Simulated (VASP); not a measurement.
# NiBiCl3 (Pm-3m) in VASP: further runs, part 2 of 2

VASP 6.6.1. Earlier steps stand in the parts before.

## Step 3: Single point, PBE, collinear spin, ferromagnetic start

File INCAR:

```
SYSTEM = NiBiCl3
PREC     = Accurate       ! precision mode
ENCUT    = 520            ! plane-wave cutoff, eV
EDIFF    = 1E-7           ! SCF threshold, eV
ISMEAR   = 0              ! smearing method
SIGMA    = 0.1            ! smearing width, eV
LREAL    = .FALSE.        ! projectors in reciprocal space
LASPH    = .TRUE.         ! aspherical terms in the spheres
NELM     = 150            ! most SCF steps
ALGO     = Normal         ! electronic algorithm
ISIF     = 2              ! what is computed and relaxed
LWAVE    = .FALSE.        ! write WAVECAR
LCHARG   = .FALSE.        ! write CHGCAR
ISPIN    = 2              ! spin polarisation
MAGMOM   = 2 0 0 0 0      ! initial moments
LORBIT   = 11             ! projections on sites
LMAXMIX  = 4              ! l up to which the mixer works
GGA      = PE             ! functional
NBANDS   = 35             ! bands
```

File KPOINTS:

```
regular mesh
0
G
  4 4 4
  0 0 0
```

File POSCAR:

```
NiBiCl3
1.0
    4.8333072200      0.0000000000      0.0000000000
    0.0000000000      4.8333072200      0.0000000000
    0.0000000000      0.0000000000      4.8333072200
Ni Bi Cl
1 1 3
Direct
    0.5000000000      0.5000000000      0.5000000000
    0.0000000000      0.0000000000      0.0000000000
    0.5000000000      0.0000000000      0.0000000000
    0.0000000000      0.5000000000      0.0000000000
    0.0000000000      0.0000000000      0.5000000000
```

Potentials or basis: VASP PAW PBE potentials, release 64 (Ni, Bi_d, Cl).

Launch:

```bash
$ cat potpaw_PBE.64/Ni/POTCAR potpaw_PBE.64/Bi_d/POTCAR potpaw_PBE.64/Cl/POTCAR > POTCAR
$ mpirun -np 1 vasp_std > vasp.out
```

OUTCAR:

```text
SYSTEM = NiBiCl3
   PREC = Accurate
   ENCUT = 520
   EDIFF = 1E-7
   ISMEAR = 0
   LREAL = .FALSE.
   LASPH = .TRUE.
   NELM = 150
   ISIF = 2
   ISPIN = 2
   LORBIT = 11
   GGA = PE

 ion  position               nearest neighbor table
   1  0.500  0.500  0.500-
   2  0.000  0.000  0.000-   3 2.42   4 2.42   5 2.42   5 2.42   4 2.42   3 2.42
   3  0.500  0.000  0.000-   2 2.42   2 2.42
   4  0.000  0.500  0.000-   2 2.42   2 2.42
   5  0.000  0.000  0.500-   2 2.42   2 2.42

  LATTYP: Found a simple cubic cell.
 ALAT       =     4.8333072200

  Lattice vectors:

 A1 = (   4.8333072200,   0.0000000000,   0.0000000000)
 A2 = (   0.0000000000,   4.8333072200,   0.0000000000)
 A3 = (   0.0000000000,   0.0000000000,   4.8333072200)

Analysis of symmetry for initial positions (statically):
=====================================================================
 Subroutine PRICEL returns:
 Original cell was already a primitive cell.

 Routine SETGRP: Setting up the symmetry group for a
 simple cubic supercell.

 Subroutine GETGRP returns: Found 48 space group operations
 (whereof 48 operations were pure point group operations)
 out of a pool of 48 trial point group operations.

The static configuration has the point symmetry O_h .

Analysis of symmetry for dynamics (positions and initial velocities):
=====================================================================
 Subroutine PRICEL returns:
 Original cell was already a primitive cell.

 Routine SETGRP: Setting up the symmetry group for a
 simple cubic supercell.

 Subroutine GETGRP returns: Found 48 space group operations
 (whereof 48 operations were pure point group operations)
 out of a pool of 48 trial point group operations.

The dynamic configuration has the point symmetry O_h .

Analysis of structural, dynamic, and magnetic symmetry:
=====================================================================
 Subroutine PRICEL returns:
 Original cell was already a primitive cell.

 Routine SETGRP: Setting up the symmetry group for a
 simple cubic supercell.

 Subroutine GETGRP returns: Found 48 space group operations
 (whereof 48 operations were pure point group operations)
 out of a pool of 48 trial point group operations.

The overall configuration has the point symmetry O_h .

 Subroutine INISYM returns: Found 48 space group operations
 (whereof 48 operations are pure point group operations),
 and found     1 'primitive' translations

----------------------------------------------------------------------------------------

                                     Primitive cell

  volume of cell :     112.9102

  direct lattice vectors                    reciprocal lattice vectors
     4.833307220  0.000000000  0.000000000     0.206897670  0.000000000  0.000000000
     0.000000000  4.833307220  0.000000000     0.000000000  0.206897670  0.000000000
     0.000000000  0.000000000  4.833307220     0.000000000  0.000000000  0.206897670

  length of vectors
     4.833307220  4.833307220  4.833307220     0.206897670  0.206897670  0.206897670

  position of ions in fractional coordinates (direct lattice)
     0.500000000  0.500000000  0.500000000
     0.000000000  0.000000000  0.000000000
     0.500000000  0.000000000  0.000000000
     0.000000000  0.500000000  0.000000000
     0.000000000  0.000000000  0.500000000

  ion indices of the primitive-cell ions
[... 67 lines left out ...]
   IBRION =     -1    ionic relax: 0-MD 1-quasi-New 2-CG
   NFREE  =      0    steps in history (QN), initial steepest desc. (CG)
   ISIF   =      2    stress and relaxation
   ISYM   =      2    0-nonsym 1-usesym 2-fastsym
   POTIM  = 0.5000    time-step for ionic-motion
   TEBEG  =    0.0;   TEEND  =   0.0 temperature during run
   PSTRESS=    0.0 pullay stress
   NELECT =      46.0000    total number of electrons
   NUPDOWN=      -1.0000    fix difference up-down
   EMIN   =  10.00;   EMAX   =-10.00  energy-range for DOS
   EFERMI =   0.00;   METHOD = LEGACY
   ISMEAR =     0;   SIGMA  =   0.10  broadening in eV -4-tet -1-fermi 0-gaus
   EFERMI_NEDOS =   21; number of points for ismear=-14 and -15
   IALGO  =     38    algorithm
   IMIX   =      4    mixing-type and parameters
     AMIX     =   0.40;   BMIX     =  1.00
     AMIX_MAG =   1.60;   BMIX_MAG =  1.00
  volume/ion in A,a.u.               =      22.58       152.39
  Fermi-wavevector in a.u.,A,eV,Ry     =   1.213621  2.293411 20.039690  1.472876
  Thomas-Fermi vector in A             =   2.349067
   LORBIT       =     11    0 simple, 1 ext, 2 COOP (PROOUT), +10 PAW based schemes
   GGA     = PE    functional components
   LHFCALC =     F    Hartree Fock is set to
   AEXX    =    0.0000 exact exchange contribution
   IVDW    =     0    specifies the selected vdW correction
   LEPSILON=     F    determine dielectric tensor
   LRPA    =     F    only Hartree local field effects (RPA)
 spin polarized calculation
 Gauss-broadening in eV      SIGMA  =   0.10
  energy-cutoff  :      520.00
  volume of cell :      112.91
 maximum number of plane-waves:      3112
 NGX is ok and might be reduce to    36
   NGX = 17   NGY = 17   NGZ = 17

 number of electron      45.9999990 magnetization       1.5612096

 Free energy of the ion-electron system (eV)
  ---------------------------------------------------
  ext. energy  EPLUGINS =         0.00000000
  ---------------------------------------------------
  free energy    TOTEN  =       -10.98875664 eV

  energy without entropy =      -10.91664976  energy(sigma->0) =      -10.95270320

 E-fermi :   6.0815     XC(G=0):  -9.4897

 val. band max:        6.0609004492   @ k =   0.2500   0.2500   0.2500
 cond. band min:       6.1169940584   @ k =   0.5000   0.0000   0.0000
 fundamental gap:      0.0560936092
 Fermi energy:         6.0815197549

 spin component 1

 k-point     1 :       0.0000    0.0000    0.0000
  band No.  band energies     occupation
      1     -18.9578      1.00000
      2     -18.9578      1.00000
      3     -18.6148      1.00000
      4     -18.6148      1.00000
      5     -18.6148      1.00000
      6     -13.4359      1.00000
[... 369 lines left out ...]
     34      13.6035      0.00000
     35      13.6035      0.00000
 Fermi energy:         6.0815197549

 spin component 2

 k-point     1 :       0.0000    0.0000    0.0000
  band No.  band energies     occupation
      1     -18.9524      1.00000
      2     -18.9524      1.00000
      3     -18.6102      1.00000
      4     -18.6102      1.00000
      5     -18.6102      1.00000
      6     -13.4128      1.00000
[... 369 lines left out ...]
     34      13.5996      0.00000
     35      13.5996      0.00000

------------------------ aborting loop because EDIFF is reached ----------------------------------------

  FORCE on cell =-STRESS in cart. coord.  units (eV):
  Direction    XX          YY          ZZ          XY          YZ          ZX
  --------------------------------------------------------------------------------------
  -------------------------------------------------------------------------------------
  Total       18.1591944     18.1591944     18.1591944      0.0000000     -0.0000000      0.0000000
  in kB      257.6759922    257.6759922    257.6759922      0.0000000     -0.0000000      0.0000000
  external PRESSURE =     257.6759922 kB  Pullay stress =       0.0000000 kB

 VOLUME and BASIS-vectors are now :
 -----------------------------------------------------------------------------
  energy-cutoff  :      520.00
  volume of cell :      112.91
      direct lattice vectors                 reciprocal lattice vectors
     4.833307220  0.000000000  0.000000000     0.206897670  0.000000000  0.000000000
     0.000000000  4.833307220  0.000000000     0.000000000  0.206897670  0.000000000
     0.000000000  0.000000000  4.833307220     0.000000000  0.000000000  0.206897670

 POSITION                                       TOTAL-FORCE (eV/Angst)
 -----------------------------------------------------------------------------------
      2.41665      2.41665      2.41665         0.000000      0.000000      0.000000
      0.00000      0.00000      0.00000         0.000000      0.000000      0.000000
      2.41665      0.00000      0.00000         0.000000      0.000000      0.000000
      0.00000      2.41665      0.00000         0.000000      0.000000      0.000000
      0.00000      0.00000      2.41665         0.000000      0.000000      0.000000
 -----------------------------------------------------------------------------------
    total drift:                                0.000000      0.000000      0.000000

  FREE ENERGIE OF THE ION-ELECTRON SYSTEM (eV)
  ---------------------------------------------------
  free  energy   TOTEN  =       -10.9887566371 eV

  energy  without entropy=      -10.9166497561  energy(sigma->0) =      -10.95270320

 total charge

# of ion       s       p       d       tot
------------------------------------------
    1        0.353   0.027   8.434   8.815
    2        1.677   1.145  10.131  12.952
    3        1.622   3.581   0.000   5.203
    4        1.622   3.581   0.000   5.203
    5        1.622   3.581   0.000   5.203
--------------------------------------------------
tot          6.897  11.915  18.565  37.376

 magnetization (x)

# of ion       s       p       d       tot
------------------------------------------
    1        0.215   0.003   0.930   1.149
    2        0.001   0.017  -0.000   0.018
    3        0.002   0.016   0.000   0.018
    4        0.002   0.016   0.000   0.018
    5        0.002   0.016   0.000   0.018
--------------------------------------------------
tot          0.222   0.070   0.930   1.222
```

Wall time 44 s (1 thread of Intel Xeon 6975P-C (Granite Rapids), shared host); peak memory 0.27 GiB.

What came out:

* Free energy: -10.9888 eV
* Pressure: 25.8 GPa
* Net moment: 1.56 μB per cell
* Site moments: Ni +1.15; Bi +0.02; Cl +0.02 μB
* Valence electrons inside the program's atomic spheres: Ni 8.81; Bi 12.95; Cl 5.20

Caveat: the cell stands under pressure; spin-orbit coupling is left out, which moves the levels of the heavy elements; a cell with one magnetic atom can't hold antiferromagnetic order, which such compounds often take; semilocal functionals often make such compounds metallic where correlation or magnetic order opens a gap, which also shifts bond lengths.
